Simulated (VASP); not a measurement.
# ZrB2 (P6/mmm) in VASP: further runs

Aim: see how the results for ZrB2 move with the level of theory and the settings. Levels: RPBE, PBEsol. Tasks: single point, relaxation of cell and atoms.

Everything below comes from runs of VASP 6.6.1. Logs are shortened: lines on timing, memory, paths and dates and some standing lists are left out, and cuts for length are marked.

## 1. The cell of the first run

It takes space group P6/mmm (No. 191, hexagonal). The conventional cell has a = 3.186 Å, b = 3.186 Å, c = 3.564 Å, α = 90.00°, β = 90.00°, γ = 120.00°. Within 3.4 Å of Zr (site symmetry 6/mmm) lie 12 B at 2.56 Å and 6 Zr at 3.19 Å. Within 2.4 Å of B (site symmetry -6m2) lie 3 B at 1.84 Å.

## 2. Single point, RPBE

INCAR

```
SYSTEM = ZrB2
PREC = Accurate
ENCUT = 520
EDIFF = 1E-7
ISMEAR = -1
SIGMA = 0.05
LREAL = .FALSE.
LASPH = .TRUE.
NELM = 60
ALGO = Normal
ISIF = 2
LWAVE = .FALSE.
LCHARG = .TRUE.
GGA = RP
LELF = .TRUE.
LVHAR = .TRUE.
NBANDS = 16
```

KPOINTS

```
regular mesh
0
G
  10 10 8
  0 0 0
```

POSCAR

```
ZrB2
1.0
    3.1858599385      0.0000000000      0.0000000000
   -1.5929299693      2.7590356397      0.0000000000
    0.0000000000      0.0000000000      3.5636085814
Zr B
1 2
Direct
    0.0000000000      0.0000000000      0.0000000000
    0.6666666667      0.3333333333      0.5000000000
    0.3333333333      0.6666666667      0.5000000000
```

Potentials or basis: VASP PAW PBE potentials, release 64 (Zr_sv, B).

Started as:

```sh
cat potpaw_PBE.64/Zr_sv/POTCAR potpaw_PBE.64/B/POTCAR > POTCAR
mpirun -np 1 vasp_std > vasp.out
```

OUTCAR:

```text
SYSTEM = ZrB2
   PREC = Accurate
   ENCUT = 520
   EDIFF = 1E-7
   ISMEAR = -1
   LREAL = .FALSE.
   LASPH = .TRUE.
   NELM = 60
   ISIF = 2
   GGA = RP

 ion  position               nearest neighbor table
   1  0.000  0.000  0.000-   2 2.56   3 2.56   2 2.56   3 2.56   2 2.56   2 2.56   3 2.56   3 2.56
                             2 2.56   2 2.56   3 2.56   3 2.56
   2  0.667  0.333  0.500-   3 1.84   3 1.84   3 1.84   1 2.56   1 2.56   1 2.56   1 2.56   1 2.56
                             1 2.56
   3  0.333  0.667  0.500-   2 1.84   2 1.84   2 1.84   1 2.56   1 2.56   1 2.56   1 2.56   1 2.56
                             1 2.56

  LATTYP: Found a hexagonal cell.
 ALAT       =     3.1858599385
 C/A-ratio  =     1.1185703861

  Lattice vectors:

 A1 = (   3.1858599385,   0.0000000000,   0.0000000000)
 A2 = (  -1.5929299693,   2.7590356397,   0.0000000000)
 A3 = (   0.0000000000,   0.0000000000,   3.5636085814)

Analysis of symmetry for initial positions (statically):
=====================================================================
 Subroutine PRICEL returns:
 Original cell was already a primitive cell.

 Routine SETGRP: Setting up the symmetry group for a
 hexagonal supercell.

 Subroutine GETGRP returns: Found 24 space group operations
 (whereof 24 operations were pure point group operations)
 out of a pool of 24 trial point group operations.

The static configuration has the point symmetry D_6h.

Analysis of symmetry for dynamics (positions and initial velocities):
=====================================================================
 Subroutine PRICEL returns:
 Original cell was already a primitive cell.

 Routine SETGRP: Setting up the symmetry group for a
 hexagonal supercell.

 Subroutine GETGRP returns: Found 24 space group operations
 (whereof 24 operations were pure point group operations)
 out of a pool of 24 trial point group operations.

The dynamic configuration has the point symmetry D_6h.

 Subroutine INISYM returns: Found 24 space group operations
 (whereof 24 operations are pure point group operations),
 and found     1 'primitive' translations

----------------------------------------------------------------------------------------

                                     Primitive cell

  volume of cell :      31.3238

  direct lattice vectors                    reciprocal lattice vectors
     3.185859939  0.000000000  0.000000000     0.313886994  0.181222741  0.000000000
    -1.592929969  2.759035640  0.000000000     0.000000000  0.362445481  0.000000000
     0.000000000  0.000000000  3.563608581     0.000000000  0.000000000  0.280614433

  length of vectors
     3.185859939  3.185859939  3.563608581     0.362445481  0.362445481  0.280614433

  position of ions in fractional coordinates (direct lattice)
     0.000000000  0.000000000  0.000000000
     0.666666667  0.333333333  0.500000000
     0.333333333  0.666666667  0.500000000

  ion indices of the primitive-cell ions
   primitive index   ion index
                 1           1
                 2           2
                 3           3

----------------------------------------------------------------------------------------

 KPOINTS: regular mesh

Automatic generation of k-mesh.
 Grid dimensions read from file:
 generate k-points for:   10   10    8

 Generating k-lattice:

  Cartesian coordinates                     Fractional coordinates (reciprocal lattice)
     0.031388699  0.018122274  0.000000000     0.100000000  0.000000000  0.000000000
     0.000000000  0.036244548  0.000000000     0.000000000  0.100000000  0.000000000
     0.000000000  0.000000000  0.035076804     0.000000000  0.000000000  0.125000000

  Length of vectors
     0.036244548  0.036244548  0.035076804

  Shift w.r.t. Gamma in fractional coordinates (k-lattice)
     0.000000000  0.000000000  0.000000000

 Subroutine IBZKPT returns following result:
 ===========================================

 Found     70 irreducible k-points:

 Following reciprocal coordinates:
            Coordinates               Weight
  0.000000  0.000000  0.000000      1.000000
  0.100000  0.000000  0.000000      6.000000
  0.200000  0.000000  0.000000      6.000000
  0.300000 -0.000000  0.000000      6.000000
  0.400000  0.000000  0.000000      6.000000
  0.500000  0.000000  0.000000      3.000000
[... 16 lines left out ...]
  0.300000  0.100000  0.125000     24.000000
  0.400000  0.100000  0.125000     24.000000
 [... further k-points ...]
   k-points           NKPTS =     70   k-points in BZ     NKDIM =     70   number of bands    NBANDS=     16
   number of dos      NEDOS =    301   number of ions     NIONS =      3
   total plane-waves  NPLWV =  16128
   dimension x,y,z NGX =    24 NGY =   24 NGZ =   28
   dimension x,y,z NGXF=    48 NGYF=   48 NGZF=   56
   ions per type =               1   2
   NGX,Y,Z   is equivalent  to a cutoff of  12.52, 12.52, 13.06 a.u.
   NGXF,Y,Z  is equivalent  to a cutoff of  25.05, 25.05, 26.12 a.u.
 SYSTEM =  ZrB2
   PREC   = accura    normal or accurate (medium, high low for compatibility)
   ISTART =      0    job   : 0-new  1-cont  2-samecut
   ICHARG =      2    charge: 1-file 2-atom 10-const
   ISPIN  =      1    spin polarized calculation?
   LNONCOLLINEAR =      F non collinear calculations
   LSORBIT =      F    spin-orbit coupling
   LASPH  =      T    aspherical Exc in radial PAW
   ENCUT  =  520.0 eV  38.22 Ry    6.18 a.u.   5.92  5.92  6.63*2*pi/ulx,y,z
   NELM   =     60;   NELMIN=  2; NELMDL= -5     # of ELM steps
   EDIFF  = 0.1E-06   stopping-criterion for ELM
   LREAL  =      F    real-space projection
   EDIFFG = 0.1E-05   stopping-criterion for IOM
   NSW    =      0    number of steps for IOM
   IBRION =     -1    ionic relax: 0-MD 1-quasi-New 2-CG
   NFREE  =      0    steps in history (QN), initial steepest desc. (CG)
   ISIF   =      2    stress and relaxation
   ISYM   =      2    0-nonsym 1-usesym 2-fastsym
   POTIM  = 0.5000    time-step for ionic-motion
   TEBEG  =    0.0;   TEEND  =   0.0 temperature during run
   PSTRESS=    0.0 pullay stress
   NELECT =      18.0000    total number of electrons
   NUPDOWN=      -1.0000    fix difference up-down
   EMIN   =  10.00;   EMAX   =-10.00  energy-range for DOS
   EFERMI =   0.00;   METHOD = LEGACY
   ISMEAR =    -1;   SIGMA  =   0.05  broadening in eV -4-tet -1-fermi 0-gaus
   EFERMI_NEDOS =   21; number of points for ismear=-14 and -15
   IALGO  =     38    algorithm
   IMIX   =      4    mixing-type and parameters
     AMIX     =   0.40;   BMIX     =  1.00
     AMIX_MAG =   1.60;   BMIX_MAG =  1.00
  volume/ion in A,a.u.               =      10.44        70.46
  Fermi-wavevector in a.u.,A,eV,Ry     =   1.361051  2.572013 25.204239  1.852459
  Thomas-Fermi vector in A             =   2.487660
   LORBIT       =      0    0 simple, 1 ext, 2 COOP (PROOUT), +10 PAW based schemes
   GGA     = RP    functional components
   LHFCALC =     F    Hartree Fock is set to
   AEXX    =    0.0000 exact exchange contribution
   IVDW    =     0    specifies the selected vdW correction
   LEPSILON=     F    determine dielectric tensor
   LRPA    =     F    only Hartree local field effects (RPA)
 non-spin polarized calculation
  energy-cutoff  :      520.00
  volume of cell :       31.32
 maximum number of plane-waves:       860
 NGX is ok and might be reduce to    24
   NGX = 11   NGY = 11   NGZ = 13

 number of electron      18.0000000 magnetization

 Free energy of the ion-electron system (eV)
  ---------------------------------------------------
  ext. energy  EPLUGINS =         0.00000000
  ---------------------------------------------------
  free energy    TOTEN  =       -23.87617395 eV

  energy without entropy =      -23.87333506  energy(sigma->0) =      -23.87475450

 E-fermi :  10.3340     XC(G=0): -12.3121

 val. band max:       10.3002135153   @ k =   0.2000   0.2000   0.1250
 cond. band min:      10.4661186090   @ k =   0.0000   0.0000   0.2500
 fundamental gap:      0.1659050936
 Fermi energy:        10.3339742538

 k-point     1 :       0.0000    0.0000    0.0000
  band No.  band energies     occupation
      1     -38.3159      2.00000
      2     -16.4856      2.00000
      3     -15.9614      2.00000
      4     -15.9614      2.00000
      5      -2.2849      2.00000
      6       7.8480      2.00000
[... 8 lines left out ...]
     15      15.5164      0.00000
     16      15.5164      0.00000

 k-point     2 :       0.1000    0.0000    0.0000
  band No.  band energies     occupation
      1     -38.3056      2.00000
      2     -16.4703      2.00000
      3     -16.0517      2.00000
      4     -15.9811      2.00000
      5      -2.0888      2.00000
      6       7.2686      2.00000
[... 8 lines left out ...]
     15      16.1310      0.00000
     16      16.6702      0.00000

 k-point     3 :       0.2000    0.0000    0.0000
  band No.  band energies     occupation
      1     -38.2787      2.00000
      2     -16.4298      2.00000
      3     -16.2815      2.00000
      4     -16.0320      2.00000
      5      -1.5296      2.00000
      6       5.9929      2.00000
[... 8 lines left out ...]
     15      17.1032      0.00000
     16      17.9006      0.00000

 k-point     4 :       0.3000   -0.0000    0.0000
  band No.  band energies     occupation
      1     -38.2452      2.00000
      2     -16.5539      2.00000
      3     -16.3794      2.00000
      4     -16.0943      2.00000
      5      -0.6735      2.00000
      6       4.5349      2.00000
[... 8 lines left out ...]
     15      18.0358      0.00000
     16      20.1194      0.00000
[... 324 lines left out ...]
 k-point    22 :       0.2000    0.1000    0.1250
  band No.  band energies     occupation
      1     -38.2544      2.00000
      2     -16.4493      2.00000
      3     -16.4251      2.00000
      4     -16.0918      2.00000
      5      -0.8598      2.00000
      6       5.2133      2.00000
[... 8 lines left out ...]
     15      17.5008      0.00000
     16      18.8386      0.00000

 k-point    23 :       0.3000    0.1000    0.1250
  band No.  band energies     occupation
      1     -38.2240      2.00000
      2     -16.6575      2.00000
      3     -16.3923      2.00000
      4     -16.1639      2.00000
      5       0.0519      2.00000
      6       3.7949      2.00000
[... 8 lines left out ...]
     15      17.7451      0.00000
     16      20.6047      0.00000

 k-point    24 :       0.4000    0.1000    0.1250
  band No.  band energies     occupation
      1     -38.2051      2.00000
      2     -16.7919      2.00000
      3     -16.3622      2.00000
      4     -16.2081      2.00000
      5       1.1542      2.00000
      6       2.4259      2.00000
[... 8 lines left out ...]
     15      18.4801      0.00000
     16      20.3132      0.00000

 [... further k-points ...]
[... 5 lines left out ...]
  --------------------------------------------------------------------------------------
  -------------------------------------------------------------------------------------
  Total        0.0039592      0.0039592      0.0164235     -0.0000000     -0.0000000      0.0000000
  in kB        0.2025113      0.2025113      0.8400433     -0.0000000     -0.0000000      0.0000000
  external PRESSURE =       0.4150220 kB  Pullay stress =       0.0000000 kB

 VOLUME and BASIS-vectors are now :
 -----------------------------------------------------------------------------
  energy-cutoff  :      520.00
  volume of cell :       31.32
      direct lattice vectors                 reciprocal lattice vectors
     3.185859939  0.000000000  0.000000000     0.313886994  0.181222741  0.000000000
    -1.592929969  2.759035640  0.000000000     0.000000000  0.362445481  0.000000000
     0.000000000  0.000000000  3.563608581     0.000000000  0.000000000  0.280614433

 POSITION                                       TOTAL-FORCE (eV/Angst)
 -----------------------------------------------------------------------------------
      0.00000      0.00000      0.00000        -0.000000      0.000000      0.000000
      1.59293      0.91968      1.78180         0.000000     -0.000000      0.000000
     -0.00000      1.83936      1.78180        -0.000000      0.000000      0.000000
 -----------------------------------------------------------------------------------
    total drift:                               -0.000000      0.000000      0.000000

  FREE ENERGIE OF THE ION-ELECTRON SYSTEM (eV)
  ---------------------------------------------------
  free  energy   TOTEN  =       -23.8761739487 eV

  energy  without entropy=      -23.8733350555  energy(sigma->0) =      -23.87475450
```

Run time: 19 s. Hardware: 1 thread of Intel Xeon 6975P-C (Granite Rapids), shared host; peak memory 0.16 GiB.

Results:

- Free energy: -23.8762 eV
- Pressure: 0.0 GPa
- Band gap on the k mesh: zero (band 9 reaches 11.01 eV, above the bottom of band 10 at 10.19 eV)

Caveat: the PAW data sets were made with another functional, which shifts forces and pressure a little.

## 3. Relaxation of cell and atoms, RPBE

This run uses another cell than the first one, of 10.25 Å³/atom, 0.982 times its volume.

INCAR

```
ALGO = Normal
EDIFF = 1E-7
EDIFFG = -0.01
ENCUT = 600
GGA = RP
IBRION = 2
ISIF = 3
ISMEAR = -1
LASPH = True
LCHARG = False
LREAL = False
LWAVE = False
NELM = 60
NSW = 60
PREC = Accurate
SIGMA = 0.05
```

KPOINTS

```
k-points
0
Gamma
  10 10 8
```

POSCAR

```
ZrB2
1.0
    3.1700000000      0.0000000000      0.0000000000
   -1.5850000000      2.7453005300      0.0000000000
    0.0000000000      0.0000000000      3.5330000000
Zr B
1 2
Direct
    0.0000000000      0.0000000000      0.0000000000
    0.6666666667      0.3333333333      0.5000000000
    0.3333333333      0.6666666667      0.5000000000
```

Potentials or basis: VASP PAW PBE potentials, release 64 (Zr_sv, B).

Started as:

```sh
cat potpaw_PBE.64/Zr_sv/POTCAR potpaw_PBE.64/B/POTCAR > POTCAR
mpirun -np 1 vasp_std > vasp.out
```

Run time: 90 s. Hardware: 1 thread of Intel Xeon 6975P-C (Granite Rapids), shared host; peak memory 0.18 GiB.

Results (log left out):

* Free energy: -23.8781 eV
* Relaxed volume: 10.44 Å³/atom
* Relaxed cell: a = 3.186 Å, b = 3.186 Å, c = 3.563 Å, α = 90.00°, β = 90.00°, γ = 120.00°
* Space group after relaxing (to 0.05 Å): P6/mmm (No. 191)
* Energy gained by relaxing: 2.7 meV/atom
* Ionic steps: 5
* Pressure after relaxing: 0.1 GPa
* Band gap on the k mesh: zero (band 9 reaches 11.01 eV, above the bottom of band 10 at 10.19 eV)

The path:
```csv
step,energy change (eV),largest force (eV/Å),pressure (GPa),volume (Å³)
1,0.0000,0.0000,4.44,30.75
2,0.0027,0.0000,-4.87,32.03
3,-0.0080,0.0000,-0.05,31.33
4,-0.0080,0.0000,0.04,31.32
5,-0.0081,0.0000,0.07,31.32
```

Final structure:
```cif
data_structure
_symmetry_space_group_name_H-M 'P 1'
_symmetry_Int_Tables_number 1
_cell_length_a 3.1858
_cell_length_b 3.1858
_cell_length_c 3.5633
_cell_angle_alpha 90.000
_cell_angle_beta 90.000
_cell_angle_gamma 120.000
_cell_volume 31.32
loop_
_atom_site_label
_atom_site_type_symbol
_atom_site_fract_x
_atom_site_fract_y
_atom_site_fract_z
_atom_site_occupancy
Zr1 Zr 0.00000 0.00000 0.00000 1
B1 B 0.66667 0.33333 0.50000 1
B2 B 0.33333 0.66667 0.50000 1
```

Levels at points of the mesh, in eV from the Fermi level:
```tsv
k point	band 6	band 7	band 8	band 9	band 10	band 11	band 12	band 13
(0.00, 0.00, 0.00)	-2.49	-2.49	-2.47	-2.31	3.40	3.40	4.15	4.15
(0.50, 0.00, 0.00)	-8.48	-3.78	-2.95	-2.55	2.27	2.32	4.90	4.94
(0.00, 0.00, 0.50)	-6.84	-0.85	-0.85	0.43	0.43	0.84	0.84	1.82
(0.50, 0.00, 0.50)	-6.94	-4.45	-3.99	-1.98	3.70	4.05	5.25	6.10
```

Caveat: the PAW data sets were made with another functional, which shifts forces and pressure a little. Zero-point motion and thermal expansion aren't in these numbers.

(Part 1 of 2 ends here.)
